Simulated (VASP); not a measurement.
# TcN2 (P1) in VASP: a series of runs, part 2 of 2

VASP 6.6.1.

## (3) Single point, PBE

INCAR reads:

```
SYSTEM = TcN2
PREC     = Accurate       ! precision mode
ENCUT    = 520            ! plane-wave cutoff, eV
EDIFF    = 1E-7           ! SCF threshold, eV
ISMEAR   = -1             ! smearing method
SIGMA    = 0.15           ! smearing width, eV
LREAL    = .FALSE.        ! projectors in reciprocal space
LASPH    = .TRUE.         ! aspherical terms in the spheres
NELM     = 60             ! most SCF steps
ALGO     = Normal         ! electronic algorithm
ISIF     = 2              ! what is computed and relaxed
LWAVE    = .FALSE.        ! write WAVECAR
LCHARG   = .FALSE.        ! write CHGCAR
GGA      = PE             ! functional
NBANDS   = 18             ! bands
```

KPOINTS reads:

```
regular mesh
0
G
  5 6 6
  0 0 0
```

POSCAR reads:

```
TcN2
1.0
   -0.0674500000      2.5089800000      2.4467600000
    2.4201900000     -0.0485600000      2.4278700000
    2.3975500000      2.4674600000     -0.0259200000
Tc N
1 2
Direct
    0.9973800000      0.9959100000      0.0210600000
    0.7513900000      0.7437600000      0.7659200000
    0.2530200000      0.2648900000      0.2470900000
```

Potentials or basis: VASP PAW PBE potentials, release 64 (Tc_pv, N).

Launch:

```console
> cat potpaw_PBE.64/Tc_pv/POTCAR potpaw_PBE.64/N/POTCAR > POTCAR
> mpirun -np 1 vasp_std > vasp.out
```

OUTCAR:

```text
SYSTEM = TcN2
   PREC = Accurate
   ENCUT = 520
   EDIFF = 1E-7
   ISMEAR = -1
   LREAL = .FALSE.
   LASPH = .TRUE.
   NELM = 60
   ISIF = 2
   GGA = PE

 ion  position               nearest neighbor table
   1  0.997  0.996  0.021-   3 2.10   3 2.10   2 2.11   2 2.11   2 2.15   3 2.16   2 2.19   3 2.20

   2  0.751  0.744  0.766-   1 2.11   1 2.11   1 2.15   1 2.19
   3  0.253  0.265  0.247-   1 2.10   1 2.10   1 2.16   1 2.20

  LATTYP: Found a triclinic cell.
 ALAT       =     3.5145347593
 B/A-ratio  =     0.9755044561
 C/A-ratio  =     0.9935079149
 COS(alpha) =     0.0029705582
 COS(beta)  =     0.4813622884
 COS(gamma) =     0.5091092433

  Lattice vectors:

 A1 = (   0.0226400000,  -2.5160200000,   2.4537900000)
 A2 = (   2.4201900000,  -0.0485600000,   2.4278700000)
 A3 = (  -2.4650000000,   0.0415200000,   2.4726800000)

Analysis of symmetry for initial positions (statically):
=====================================================================
 Subroutine PRICEL returns:
 Original cell was already a primitive cell.

 Routine SETGRP: Setting up the symmetry group for a
 triclinic supercell.

 Subroutine GETGRP returns: Found  1 space group operations
 (whereof  1 operations were pure point group operations)
 out of a pool of  2 trial point group operations.

The static configuration has the point symmetry C_1 .

Analysis of symmetry for dynamics (positions and initial velocities):
=====================================================================
 Subroutine PRICEL returns:
 Original cell was already a primitive cell.

 Routine SETGRP: Setting up the symmetry group for a
 triclinic supercell.

 Subroutine GETGRP returns: Found  1 space group operations
 (whereof  1 operations were pure point group operations)
 out of a pool of  2 trial point group operations.

The dynamic configuration has the point symmetry C_1 .

 Subroutine INISYM returns: Found  1 space group operations
 (whereof  1 operations are pure point group operations),
 and found     1 'primitive' translations

----------------------------------------------------------------------------------------

                                     Primitive cell

  volume of cell :      30.0622

  direct lattice vectors                    reciprocal lattice vectors
    -0.067450000  2.508980000  2.446760000    -0.199233813  0.195716364  0.202518121
     2.420190000 -0.048560000  2.427870000     0.202989414 -0.195078024  0.205634593
     2.397550000  2.467460000 -0.025920000     0.206581188  0.202426207 -0.201878976

  length of vectors
     3.505162570  3.428444319  3.440534363     0.344982024  0.348634083  0.352714159

  position of ions in fractional coordinates (direct lattice)
     0.997380000  0.995910000  0.021060000
     0.751390000  0.743760000  0.765920000
     0.253020000  0.264890000  0.247090000

  ion indices of the primitive-cell ions
   primitive index   ion index
                 1           1
                 2           2
                 3           3

----------------------------------------------------------------------------------------

 KPOINTS: regular mesh

Automatic generation of k-mesh.
 Grid dimensions read from file:
 generate k-points for:    5    6    6

 Generating k-lattice:

  Cartesian coordinates                     Fractional coordinates (reciprocal lattice)
    -0.039846763  0.039143273  0.040503624     0.200000000 -0.000000000 -0.000000000
     0.033831569 -0.032513004  0.034272432     0.000000000  0.166666667 -0.000000000
     0.034430198  0.033737701 -0.033646496     0.000000000  0.000000000  0.166666667

  Length of vectors
     0.068996405  0.058105681  0.058785693

  Shift w.r.t. Gamma in fractional coordinates (k-lattice)
     0.000000000  0.000000000  0.000000000

 Subroutine IBZKPT returns following result:
 ===========================================

 Found     92 irreducible k-points:

 Following reciprocal coordinates:
            Coordinates               Weight
  0.000000  0.000000  0.000000      1.000000
  0.200000  0.000000  0.000000      2.000000
  0.400000 -0.000000  0.000000      2.000000
  0.000000  0.166667 -0.000000      2.000000
  0.200000  0.166667 -0.000000      2.000000
  0.400000  0.166667  0.000000      2.000000
[... 16 lines left out ...]
  0.200000  0.166667  0.166667      2.000000
  0.400000  0.166667  0.166667      2.000000
 [... further k-points ...]
   k-points           NKPTS =     92   k-points in BZ     NKDIM =     92   number of bands    NBANDS=     18
   number of dos      NEDOS =    301   number of ions     NIONS =      3
   total plane-waves  NPLWV =  21952
   dimension x,y,z NGX =    28 NGY =   28 NGZ =   28
   dimension x,y,z NGXF=    56 NGYF=   56 NGZF=   56
   ions per type =               1   2
   NGX,Y,Z   is equivalent  to a cutoff of  13.28, 13.58, 13.53 a.u.
   NGXF,Y,Z  is equivalent  to a cutoff of  26.56, 27.15, 27.06 a.u.
 SYSTEM =  TcN2
   PREC   = accura    normal or accurate (medium, high low for compatibility)
   ISTART =      0    job   : 0-new  1-cont  2-samecut
   ICHARG =      2    charge: 1-file 2-atom 10-const
   ISPIN  =      1    spin polarized calculation?
   LNONCOLLINEAR =      F non collinear calculations
   LSORBIT =      F    spin-orbit coupling
   LASPH  =      T    aspherical Exc in radial PAW
   ENCUT  =  520.0 eV  38.22 Ry    6.18 a.u.   6.52  6.37  6.40*2*pi/ulx,y,z
   NELM   =     60;   NELMIN=  2; NELMDL= -5     # of ELM steps
   EDIFF  = 0.1E-06   stopping-criterion for ELM
   LREAL  =      F    real-space projection
   EDIFFG = 0.1E-05   stopping-criterion for IOM
   NSW    =      0    number of steps for IOM
   IBRION =     -1    ionic relax: 0-MD 1-quasi-New 2-CG
   NFREE  =      0    steps in history (QN), initial steepest desc. (CG)
   ISIF   =      2    stress and relaxation
   ISYM   =      2    0-nonsym 1-usesym 2-fastsym
   POTIM  = 0.5000    time-step for ionic-motion
   TEBEG  =    0.0;   TEEND  =   0.0 temperature during run
   PSTRESS=    0.0 pullay stress
   NELECT =      23.0000    total number of electrons
   NUPDOWN=      -1.0000    fix difference up-down
   EMIN   =  10.00;   EMAX   =-10.00  energy-range for DOS
   EFERMI =   0.00;   METHOD = LEGACY
   ISMEAR =    -1;   SIGMA  =   0.15  broadening in eV -4-tet -1-fermi 0-gaus
   EFERMI_NEDOS =   21; number of points for ismear=-14 and -15
   IALGO  =     38    algorithm
   IMIX   =      4    mixing-type and parameters
     AMIX     =   0.40;   BMIX     =  1.00
     AMIX_MAG =   1.60;   BMIX_MAG =  1.00
  volume/ion in A,a.u.               =      10.02        67.62
  Fermi-wavevector in a.u.,A,eV,Ry     =   1.497305  2.829497 30.503216  2.241923
  Thomas-Fermi vector in A             =   2.609210
   LORBIT       =      0    0 simple, 1 ext, 2 COOP (PROOUT), +10 PAW based schemes
   GGA     = PE    functional components
   LHFCALC =     F    Hartree Fock is set to
   AEXX    =    0.0000 exact exchange contribution
   IVDW    =     0    specifies the selected vdW correction
   LEPSILON=     F    determine dielectric tensor
   LRPA    =     F    only Hartree local field effects (RPA)
 non-spin polarized calculation
  energy-cutoff  :      520.00
  volume of cell :       30.06
 maximum number of plane-waves:       824
 NGX is ok and might be reduce to    28
   NGX = 13   NGY = 13   NGZ = 13

 number of electron      23.0000000 magnetization

 Free energy of the ion-electron system (eV)
  ---------------------------------------------------
  ext. energy  EPLUGINS =         0.00000000
  ---------------------------------------------------
  free energy    TOTEN  =       -24.69859342 eV

  energy without entropy =      -24.50541575  energy(sigma->0) =      -24.60200458

 E-fermi :   8.4962     XC(G=0): -12.6258

 val. band max:        8.4955517979   @ k =   0.2000   0.3333   0.3333
 cond. band min:       8.5012025974   @ k =  -0.4000   0.5000   0.3333
 fundamental gap:      0.0056507995
 Fermi energy:         8.4961790221

 k-point     1 :       0.0000    0.0000    0.0000
  band No.  band energies     occupation
      1     -31.1484      2.00000
      2     -31.1068      2.00000
      3     -31.0902      2.00000
      4      -8.2531      2.00000
      5      -2.7249      2.00000
      6       1.6164      2.00000
[... 10 lines left out ...]
     17      17.3141      0.00000
     18      20.2989      0.00000
[... 463 lines left out ...]
 k-point    24 :       0.4000    0.1667    0.1667
  band No.  band energies     occupation
      1     -31.2205      2.00000
      2     -31.1369      2.00000
      3     -31.1302      2.00000
      4      -6.9456      2.00000
      5      -4.5821      2.00000
      6       2.1733      2.00000
[... 10 lines left out ...]
     17      19.1520      0.00000
     18      21.7904      0.00000

 [... further k-points ...]
[... 5 lines left out ...]
  --------------------------------------------------------------------------------------
  -------------------------------------------------------------------------------------
  Total       -2.0906203     -2.5456933     -2.1777766      0.2479624      0.0044745      0.5588617
  in kB     -111.4203448   -135.6736208   -116.0653686     13.2152437      0.2384678     29.7847294
  external PRESSURE =    -121.0531114 kB  Pullay stress =       0.0000000 kB

 VOLUME and BASIS-vectors are now :
 -----------------------------------------------------------------------------
  energy-cutoff  :      520.00
  volume of cell :       30.06
      direct lattice vectors                 reciprocal lattice vectors
    -0.067450000  2.508980000  2.446760000    -0.199233813  0.195716364  0.202518121
     2.420190000 -0.048560000  2.427870000     0.202989414 -0.195078024  0.205634593
     2.397550000  2.467460000 -0.025920000     0.206581188  0.202426207 -0.201878976

 POSITION                                       TOTAL-FORCE (eV/Angst)
 -----------------------------------------------------------------------------------
      2.39351      2.50601      4.85774         0.191190      0.202584     -0.367498
      3.58569      3.73898      3.62437        -0.117158     -0.517021      0.206824
      1.21643      1.23164      1.25579        -0.074032      0.314438      0.160674
 -----------------------------------------------------------------------------------
    total drift:                                0.000018      0.000041      0.000029

  FREE ENERGIE OF THE ION-ELECTRON SYSTEM (eV)
  ---------------------------------------------------
  free  energy   TOTEN  =       -24.6985934213 eV

  energy  without entropy=      -24.5054157479  energy(sigma->0) =      -24.60200458
```

Wall time 75 s (1 thread of AMD EPYC 7R13 (Zen 3), shared host); peak memory 0.16 GiB.

Results:

```yaml
Free_energy: -24.6986 eV
Pressure: -12.1 GPa
Largest_force: 0.569 eV/Å
```

Forces on the atoms (eV/Å):
```
Tc   0.191  0.203 -0.367
N   -0.117 -0.517  0.207
N   -0.074  0.314  0.161
```

Stress tensor (GPa, compression positive):
```
-11.14   1.32   2.98
  1.32 -13.57   0.02
  2.98   0.02 -11.61
```

Caveat: the k points lie up to 0.43 Å⁻¹ apart.
